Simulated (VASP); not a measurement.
Input of a VASP 6.6.1 run:

Contents of INCAR:

```
SYSTEM = MgO
ALGO = Normal
EDIFF = 1E-6
ENCUT = 520
GGA = CA
ISIF = 2
ISMEAR = 0
ISYM = 0
LASPH = .True.
LCHARG = .True.
LELF = .True.
LREAL = .False.
LVHAR = .True.
LWAVE = .False.
NBANDS = 36
NELM = 100
PREC = Accurate
SIGMA = 0.05
```

File KPOINTS:

```
k-points
0
Gamma
  9 9 2
  0 0 0
```

File POSCAR:

```
MgO
1.0
    2.0806186598     -2.0806186598      0.0000000000
    2.0806186598      0.0000000000     -2.0806186598
    9.3627839690      8.3224746391      7.2821653092
Mg O
6 6
Direct
    1.0000000000     -0.1875000000      0.3750000000
    0.3333333333      0.2291666667      0.2083333333
    0.6666666667      0.3958333333      0.5416666667
    1.0000000000      0.5625000000      0.8750000000
    0.3333333333     -0.0208333333      0.7083333333
    0.6666666667      0.6458333333      0.0416666667
    0.6666666667      0.5208333333      0.2916666667
    0.0000000000     -0.0625000000      0.1250000000
    0.3333333333      0.1041666667      0.4583333333
    0.6666666667      0.2708333333      0.7916666667
    1.0000000000      0.6875000000      0.6250000000
    0.3333333333     -0.1458333333      0.9583333333
```

Potentials or basis: VASP PAW LDA potentials, release 64 (Mg, O).

The run is started by

```sh
$ cat potpaw_LDA.64/Mg/POTCAR potpaw_LDA.64/O/POTCAR > POTCAR
$ mpirun -np 1 vasp_std > vasp.out
```

(1) Estimate the band gap on the k mesh.

(2) Estimate the largest force.

(3) What does it give for the pressure?

Answers

(1) 4.44 eV, direct.

(2) 17.569 eV/Å.

(3) 11.4 GPa.

Caveat: forces of over 1 eV/Å act on the atoms, so gaps and moduli don't describe the material at rest.
